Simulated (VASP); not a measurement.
# TaSi2 (P6_422) in VASP: further runs

Runs on TaSi2. Level: PBEsol. Tasks: single point.

All numbers are computed with VASP 6.6.1; they aren't measurements. Logs are shortened: lines on timing, memory, paths and dates and some standing lists are left out, and cuts for length are marked.

### 1 The cell of the first run

The structure is hexagonal, space group P6_422 (No. 181). Conventional cell: a = 4.618 Å, b = 4.618 Å, c = 6.556 Å, α = 90.00°, β = 90.00°, γ = 120.00°. Ta (site symmetry 222) has 10 Si at 2.58 to 2.73 Å and 4 Ta at 3.18 Å within 3.4 Å. Within 3.3 Å of Si (site symmetry 2) lie 9 Si at 2.53 to 3.25 Å and 5 Ta at 2.58 to 2.73 Å.

### 2 Single point, PBEsol (strain -0.030 along x and y, +0.000 along z)

The input, INCAR:

```
ALGO = Normal
EDIFF = 1E-7
ENCUT = 520
GGA = PS
ISIF = 2
ISMEAR = 0
LASPH = T
LCHARG = T
LELF = T
LREAL = F
LVHAR = T
LWAVE = F
NBANDS = 38
NELM = 80
PREC = Accurate
SIGMA = 0.15
```

The input, KPOINTS:

```
k-points
0
Gamma
  12 12 6
```

The input, POSCAR:

```
TaSi2
1.0
    4.6181605319      0.0000000000      0.0000000000
   -2.3090802659      3.9994443394      0.0000000000
    0.0000000000      0.0000000000      6.5561430408
Ta Si
3 6
Direct
    0.5000000000      0.0000000000      0.0000000000
    0.5000000000      0.5000000000      0.6666666667
    0.0000000000      0.5000000000      0.3333333333
    0.1592827538      0.3185655077      0.0000000000
    0.8407172462      0.1592827538      0.6666666667
    0.6814344923      0.8407172462      0.3333333333
    0.8407172462      0.6814344923      0.0000000000
    0.1592827538      0.8407172462      0.6666666667
    0.3185655077      0.1592827538      0.3333333333
```

Potentials or basis: VASP PAW PBE potentials, release 64 (Ta_pv, Si).

On the command line:

```console
$ cat potpaw_PBE.64/Ta_pv/POTCAR potpaw_PBE.64/Si/POTCAR > POTCAR
$ mpirun -np 1 vasp_std > vasp.out
```

OUTCAR:

```text
EDIFF = 1E-7
   ENCUT = 520
   GGA = PS
   ISIF = 2
   ISMEAR = 0
   LASPH = T
   LREAL = F
   NELM = 80
   PREC = Accurate

 ion  position               nearest neighbor table
   1  0.500  0.000  0.000-   6 2.58   9 2.58   8 2.58   5 2.58   4 2.64   7 2.64   7 2.64   4 2.64
                             4 2.73   7 2.73   2 3.18   2 3.18   3 3.18   3 3.18
   2  0.500  0.500  0.667-   4 2.58   7 2.58   6 2.58   9 2.58   5 2.64   8 2.64   8 2.64   5 2.64
                             8 2.73   5 2.73   1 3.18   1 3.18   3 3.18   3 3.18
   3  0.000  0.500  0.333-   4 2.58   7 2.58   5 2.58   8 2.58   9 2.64   6 2.64   9 2.64   6 2.64
                             6 2.73   9 2.73   1 3.18   1 3.18   2 3.18   2 3.18
   4  0.159  0.319  0.000-   5 2.53   9 2.53   7 2.55   3 2.58   2 2.58   1 2.64   1 2.64   1 2.73
                             7 2.73   7 2.73   8 3.11   6 3.11
   5  0.841  0.159  0.667-   4 2.53   6 2.53   8 2.55   1 2.58   3 2.58   2 2.64   2 2.64   2 2.73
                             8 2.73   8 2.73   7 3.11   9 3.11
   6  0.681  0.841  0.333-   7 2.53   5 2.53   9 2.55   1 2.58   2 2.58   3 2.64   3 2.64   3 2.73
                             9 2.73   9 2.73   4 3.11   8 3.11
   7  0.841  0.681  0.000-   8 2.53   6 2.53   4 2.55   3 2.58   2 2.58   1 2.64   1 2.64   1 2.73
                             4 2.73   4 2.73   5 3.11   9 3.11
   8  0.159  0.841  0.667-   7 2.53   9 2.53   5 2.55   1 2.58   3 2.58   2 2.64   2 2.64   2 2.73
                             5 2.73   5 2.73   4 3.11   6 3.11
   9  0.319  0.159  0.333-   4 2.53   8 2.53   6 2.55   1 2.58   2 2.58   3 2.64   3 2.64   3 2.73
                             6 2.73   6 2.73   7 3.11   5 3.11

  LATTYP: Found a hexagonal cell.
 ALAT       =     4.6181605319
 C/A-ratio  =     1.4196438161

  Lattice vectors:

 A1 = (   4.6181605319,   0.0000000000,   0.0000000000)
 A2 = (  -2.3090802659,   3.9994443394,   0.0000000000)
 A3 = (   0.0000000000,   0.0000000000,   6.5561430408)

Analysis of symmetry for initial positions (statically):
=====================================================================
 Subroutine PRICEL returns:
 Original cell was already a primitive cell.

 Routine SETGRP: Setting up the symmetry group for a
 hexagonal supercell.

 Subroutine GETGRP returns: Found 12 space group operations
 (whereof  4 operations were pure point group operations)
 out of a pool of 24 trial point group operations.

The static configuration has the point symmetry D_2 .
 The point group associated with its full space group is D_6 .

Analysis of symmetry for dynamics (positions and initial velocities):
=====================================================================
 Subroutine PRICEL returns:
 Original cell was already a primitive cell.

 Routine SETGRP: Setting up the symmetry group for a
 hexagonal supercell.

 Subroutine GETGRP returns: Found 12 space group operations
 (whereof  4 operations were pure point group operations)
 out of a pool of 24 trial point group operations.

The dynamic configuration has the point symmetry D_2 .
 The point group associated with its full space group is D_6 .

 Subroutine INISYM returns: Found 12 space group operations
 (whereof  4 operations are pure point group operations),
 and found     1 'primitive' translations

----------------------------------------------------------------------------------------

                                     Primitive cell

  volume of cell :     121.0925

  direct lattice vectors                    reciprocal lattice vectors
     4.618160532  0.000000000  0.000000000     0.216536431  0.125017367  0.000000000
    -2.309080266  3.999444339  0.000000000     0.000000000  0.250034734  0.000000000
     0.000000000  0.000000000  6.556143041     0.000000000  0.000000000  0.152528704

  length of vectors
     4.618160532  4.618160532  6.556143041     0.250034734  0.250034734  0.152528704

  position of ions in fractional coordinates (direct lattice)
     0.500000000  0.000000000  0.000000000
     0.500000000  0.500000000  0.666666667
     0.000000000  0.500000000  0.333333333
     0.159282754  0.318565508  0.000000000
     0.840717246  0.159282754  0.666666667
     0.681434492  0.840717246  0.333333333
     0.840717246  0.681434492  0.000000000
     0.159282754  0.840717246  0.666666667
     0.318565508  0.159282754  0.333333333

  ion indices of the primitive-cell ions
   primitive index   ion index
                 1           1
                 2           2
                 3           3
                 4           4
                 5           5
                 6           6
                 7           7
                 8           8
                 9           9

----------------------------------------------------------------------------------------

 KPOINTS: k-points

Automatic generation of k-mesh.
 Grid dimensions read from file:
 generate k-points for:   12   12    6

 Generating k-lattice:

  Cartesian coordinates                     Fractional coordinates (reciprocal lattice)
     0.018044703  0.010418114  0.000000000     0.083333333  0.000000000  0.000000000
     0.000000000  0.020836228  0.000000000     0.000000000  0.083333333  0.000000000
     0.000000000  0.000000000  0.025421451     0.000000000  0.000000000  0.166666667

  Length of vectors
     0.020836228  0.020836228  0.025421451

  Shift w.r.t. Gamma in fractional coordinates (k-lattice)
     0.000000000  0.000000000  0.000000000

 Subroutine IBZKPT returns following result:
 ===========================================

 Found     76 irreducible k-points:

 Following reciprocal coordinates:
            Coordinates               Weight
  0.000000  0.000000  0.000000      1.000000
  0.083333  0.000000  0.000000      6.000000
  0.166667 -0.000000  0.000000      6.000000
  0.250000  0.000000  0.000000      6.000000
  0.333333 -0.000000  0.000000      6.000000
  0.416667  0.000000  0.000000      6.000000
[... 16 lines left out ...]
  0.250000  0.000000  0.166667     12.000000
  0.333333 -0.000000  0.166667     12.000000
 [... further k-points ...]
   k-points           NKPTS =     76   k-points in BZ     NKDIM =     76   number of bands    NBANDS=     38
   number of dos      NEDOS =    301   number of ions     NIONS =      9
   total plane-waves  NPLWV =  64800
   dimension x,y,z NGX =    36 NGY =   36 NGZ =   50
   dimension x,y,z NGXF=    72 NGYF=   72 NGZF=  100
   ions per type =               3   6
   NGX,Y,Z   is equivalent  to a cutoff of  12.96, 12.96, 12.68 a.u.
   NGXF,Y,Z  is equivalent  to a cutoff of  25.92, 25.92, 25.36 a.u.
 SYSTEM =  unknown system
   PREC   = accura    normal or accurate (medium, high low for compatibility)
   ISTART =      0    job   : 0-new  1-cont  2-samecut
   ICHARG =      2    charge: 1-file 2-atom 10-const
   ISPIN  =      1    spin polarized calculation?
   LNONCOLLINEAR =      F non collinear calculations
   LSORBIT =      F    spin-orbit coupling
   LASPH  =      T    aspherical Exc in radial PAW
   ENCUT  =  520.0 eV  38.22 Ry    6.18 a.u.   8.59  8.59 12.19*2*pi/ulx,y,z
   NELM   =     80;   NELMIN=  2; NELMDL= -5     # of ELM steps
   EDIFF  = 0.1E-06   stopping-criterion for ELM
   LREAL  =      F    real-space projection
   EDIFFG = 0.1E-05   stopping-criterion for IOM
   NSW    =      0    number of steps for IOM
   IBRION =     -1    ionic relax: 0-MD 1-quasi-New 2-CG
   NFREE  =      0    steps in history (QN), initial steepest desc. (CG)
   ISIF   =      2    stress and relaxation
   ISYM   =      2    0-nonsym 1-usesym 2-fastsym
   POTIM  = 0.5000    time-step for ionic-motion
   TEBEG  =    0.0;   TEEND  =   0.0 temperature during run
   PSTRESS=    0.0 pullay stress
   NELECT =      57.0000    total number of electrons
   NUPDOWN=      -1.0000    fix difference up-down
   EMIN   =  10.00;   EMAX   =-10.00  energy-range for DOS
   EFERMI =   0.00;   METHOD = LEGACY
   ISMEAR =     0;   SIGMA  =   0.15  broadening in eV -4-tet -1-fermi 0-gaus
   EFERMI_NEDOS =   21; number of points for ismear=-14 and -15
   IALGO  =     38    algorithm
   IMIX   =      4    mixing-type and parameters
     AMIX     =   0.40;   BMIX     =  1.00
     AMIX_MAG =   1.60;   BMIX_MAG =  1.00
  volume/ion in A,a.u.               =      13.45        90.80
  Fermi-wavevector in a.u.,A,eV,Ry     =   1.273486  2.406539 22.065465  1.621766
  Thomas-Fermi vector in A             =   2.406306
   LORBIT       =      0    0 simple, 1 ext, 2 COOP (PROOUT), +10 PAW based schemes
   GGA     = PS    functional components
   LHFCALC =     F    Hartree Fock is set to
   AEXX    =    0.0000 exact exchange contribution
   IVDW    =     0    specifies the selected vdW correction
   LEPSILON=     F    determine dielectric tensor
   LRPA    =     F    only Hartree local field effects (RPA)
 non-spin polarized calculation
 Gauss-broadening in eV      SIGMA  =   0.15
  energy-cutoff  :      520.00
  volume of cell :      121.09
 maximum number of plane-waves:      3300
 NGX is ok and might be reduce to    36
   NGX = 17   NGY = 17   NGZ = 25

 number of electron      57.0000005 magnetization

 Free energy of the ion-electron system (eV)
  ---------------------------------------------------
  ext. energy  EPLUGINS =         0.00000000
  ---------------------------------------------------
  free energy    TOTEN  =       -76.98257223 eV

  energy without entropy =      -76.93920229  energy(sigma->0) =      -76.96088726

 E-fermi :  10.0980     XC(G=0): -12.4865

 val. band max:       10.0967617755   @ k =   0.3333   0.0833   0.3333
 cond. band min:      10.1059290200   @ k =   0.4167   0.0833   0.0000
 fundamental gap:      0.0091672445
 Fermi energy:        10.0979628211

 k-point     1 :       0.0000    0.0000    0.0000
  band No.  band energies     occupation
      1     -24.0549      2.00000
      2     -24.0549      2.00000
      3     -24.0157      2.00000
      4     -23.9512      2.00000
      5     -23.9512      2.00000
      6     -23.8389      2.00000
[... 30 lines left out ...]
     37      14.3909      0.00000
     38      14.4755      0.00000

 k-point     2 :       0.0833    0.0000    0.0000
  band No.  band energies     occupation
      1     -24.0639      2.00000
      2     -24.0561      2.00000
      3     -24.0073      2.00000
      4     -23.9527      2.00000
      5     -23.9508      2.00000
      6     -23.8407      2.00000
[... 30 lines left out ...]
     37      14.2510      0.00000
     38      14.3276      0.00000

 k-point     3 :       0.1667   -0.0000    0.0000
  band No.  band energies     occupation
      1     -24.0799      2.00000
      2     -24.0595      2.00000
      3     -23.9935      2.00000
      4     -23.9568      2.00000
      5     -23.9493      2.00000
      6     -23.8437      2.00000
[... 30 lines left out ...]
     37      14.2184      0.00000
     38      14.3196      0.00000

 k-point     4 :       0.2500    0.0000    0.0000
  band No.  band energies     occupation
      1     -24.0949      2.00000
      2     -24.0639      2.00000
      3     -23.9834      2.00000
      4     -23.9622      2.00000
      5     -23.9458      2.00000
      6     -23.8454      2.00000
[... 30 lines left out ...]
     37      14.0254      0.00000
     38      14.6766      0.00000
[... 703 lines left out ...]
      4     -23.9587      2.00000
      5     -23.9476      2.00000
      6     -23.8576      2.00000
[... 30 lines left out ...]
     37      14.1956      0.00000
     38      14.6097      0.00000

 k-point    23 :       0.2500    0.0000    0.1667
  band No.  band energies     occupation
      1     -24.0981      2.00000
      2     -24.0622      2.00000
      3     -23.9788      2.00000
      4     -23.9650      2.00000
      5     -23.9392      2.00000
      6     -23.8610      2.00000
[... 30 lines left out ...]
     37      14.3652      0.00000
     38      14.5141      0.00000

 k-point    24 :       0.3333   -0.0000    0.1667
  band No.  band energies     occupation
      1     -24.1033      2.00000
      2     -24.0726      2.00000
      3     -23.9795      2.00000
      4     -23.9705      2.00000
      5     -23.9308      2.00000
      6     -23.8621      2.00000
[... 30 lines left out ...]
     37      14.5194      0.00000
     38      14.7598      0.00000

 [... further k-points ...]

------------------------ aborting loop because EDIFF is reached ----------------------------------------

  FORCE on cell =-STRESS in cart. coord.  units (eV):
  Direction    XX          YY          ZZ          XY          YZ          ZX
  --------------------------------------------------------------------------------------
  -------------------------------------------------------------------------------------
  Total       12.6941434     12.6941434      5.4305326      0.0000000      0.0000000      0.0000000
  in kB      167.9565241    167.9565241     71.8515108      0.0000000      0.0000000      0.0000000
  external PRESSURE =     135.9215197 kB  Pullay stress =       0.0000000 kB

 VOLUME and BASIS-vectors are now :
 -----------------------------------------------------------------------------
  energy-cutoff  :      520.00
  volume of cell :      121.09
      direct lattice vectors                 reciprocal lattice vectors
     4.618160532  0.000000000  0.000000000     0.216536431  0.125017367  0.000000000
    -2.309080266  3.999444339  0.000000000     0.000000000  0.250034734  0.000000000
     0.000000000  0.000000000  6.556143041     0.000000000  0.000000000  0.152528704

 POSITION                                       TOTAL-FORCE (eV/Angst)
 -----------------------------------------------------------------------------------
      2.30908      0.00000      0.00000         0.000000     -0.000000      0.000000
      1.15454      1.99972      4.37076         0.000000      0.000000     -0.000000
     -1.15454      1.99972      2.18538        -0.000000     -0.000000      0.000000
     -0.00000      1.27409      0.00000         0.000000      0.140215      0.000000
      3.51477      0.63704      4.37076        -0.121430      0.070107      0.000000
      1.20569      3.36240      2.18538        -0.121430     -0.070107     -0.000000
      2.30908      2.72536      0.00000        -0.000000     -0.140215      0.000000
     -1.20569      3.36240      4.37076         0.121430     -0.070107     -0.000000
      1.10339      0.63704      2.18538         0.121430      0.070107      0.000000
 -----------------------------------------------------------------------------------
    total drift:                               -0.000000     -0.000000     -0.000000

  FREE ENERGIE OF THE ION-ELECTRON SYSTEM (eV)
  ---------------------------------------------------
  free  energy   TOTEN  =       -76.9825722317 eV

  energy  without entropy=      -76.9392022897  energy(sigma->0) =      -76.96088726
```

Wall time 13 min (1 thread of Intel Xeon 8259CL, shared host); peak memory 0.39 GiB.

Results:

```
Free energy            : -76.9826 eV
Pressure               : 13.6 GPa
Largest force          : 0.140 eV/Å
Band gap on the k mesh : zero (an odd number of electrons rules out a gap without spin polarisation)
```

Forces on the atoms (eV/Å):
```
Ta   0.000  0.000  0.000
Ta   0.000  0.000  0.000
Ta   0.000  0.000  0.000
Si   0.000  0.140  0.000
Si  -0.121  0.070  0.000
Si  -0.121 -0.070  0.000
Si   0.000 -0.140  0.000
Si   0.121 -0.070  0.000
Si   0.121  0.070  0.000
```

Caveat: the cell differs from its parent crystal (strain -0.030 along x and y, +0.000 along z); the stress differs along the axes, from 7 to 17 GPa; the PAW data sets were made with another functional, which shifts forces and pressure a little; spin-orbit coupling is left out, which moves the levels of the heavy elements; an odd number of electrons without spin polarisation forces a metal; a magnetic or distorted state may lie lower.

### 3 Single point, PBEsol (strain -0.015 along x and y, -0.030 along z)

The input, INCAR:

```
SYSTEM = TaSi2
PREC = Accurate
ENCUT = 520
EDIFF = 1E-6
ISMEAR = 0
SIGMA = 0.15
LREAL = .False.
LASPH = .True.
NELM = 60
ALGO = Normal
ISIF = 2
LWAVE = .False.
LCHARG = .True.
GGA = PS
LELF = .True.
LVHAR = .True.
NBANDS = 38
```

The input, KPOINTS:

```
Automatic mesh
0
Gamma
  12 12 6
  0 0 0
```

Edit POSCAR of step 2 so:

```diff
@@ -2,5 +2,5 @@
 1.0
-    4.6181605319      0.0000000000      0.0000000000
-   -2.3090802659      3.9994443394      0.0000000000
-    0.0000000000      0.0000000000      6.5561430408
+    4.6895753855      0.0000000000      0.0000000000
+   -2.3447876927      4.0612914168      0.0000000000
+    0.0000000000      0.0000000000      6.3594587496
 Ta Si
```

Potentials or basis: VASP PAW PBE potentials, release 64 (Ta_pv, Si).

On the command line:

```console
$ cat potpaw_PBE.64/Ta_pv/POTCAR potpaw_PBE.64/Si/POTCAR > POTCAR
$ mpirun -np 1 vasp_std > vasp.out
```

Wall time 9.3 min (1 thread of Intel Xeon 8259CL, shared host); peak memory 0.38 GiB.

It converged, with:

```yaml
Free_energy: -76.9936 eV
Pressure: 14.6 GPa
Largest_force: 0.062 eV/Å
Band_gap_on_the_k_mesh: zero (an odd number of electrons rules out a gap without spin polarisation)
```

Forces in eV/Å, atoms in the order of the input:
```
Ta   0.000  0.000  0.000
Ta   0.000  0.000  0.000
Ta   0.000  0.000  0.000
Si   0.000 -0.062  0.000
Si   0.054 -0.031  0.000
Si   0.054  0.031  0.000
Si   0.000  0.062  0.000
Si  -0.054  0.031  0.000
Si  -0.054 -0.031  0.000
```

Stress tensor (GPa, compression positive):
```
11.59  0.00  0.00
 0.00 11.59  0.00
 0.00  0.00 20.69
```

Levels at points of the mesh, in eV from the Fermi level:
| k point | band 25 | band 26 | band 27 | band 28 | band 29 | band 30 | band 31 | band 32 | band 33 | band 34 |
| --- | --- | --- | --- | --- | --- | --- | --- | --- | --- | --- |
| (0.00, 0.00, 0.00) | -2.53 | -2.52 | -2.39 | -2.39 | -1.53 | 0.75 | 3.13 | 3.13 | 3.71 | 3.89 |
| (0.50, 0.00, 0.00) | -2.17 | -1.22 | -0.82 | -0.12 | -0.02 | 0.88 | 1.39 | 1.62 | 2.21 | 2.46 |
| (0.00, 0.00, 0.50) | -2.48 | -2.02 | -1.86 | -1.86 | 1.31 | 1.31 | 3.07 | 3.07 | 3.67 | 3.69 |
| (0.50, 0.00, 0.50) | -2.19 | -2.16 | -1.82 | -0.77 | -0.34 | 1.66 | 2.12 | 2.72 | 2.72 | 2.85 |

Caveat: the cell differs from its parent crystal (strain -0.015 along x and y, -0.030 along z); the stress differs along the axes, from 12 to 21 GPa; the PAW data sets were made with another functional, which shifts forces and pressure a little; spin-orbit coupling is left out, which moves the levels of the heavy elements; an odd number of electrons without spin polarisation forces a metal; a magnetic or distorted state may lie lower.

The gap in the log of VASP goes by the Fermi energy; the results here count the filled bands.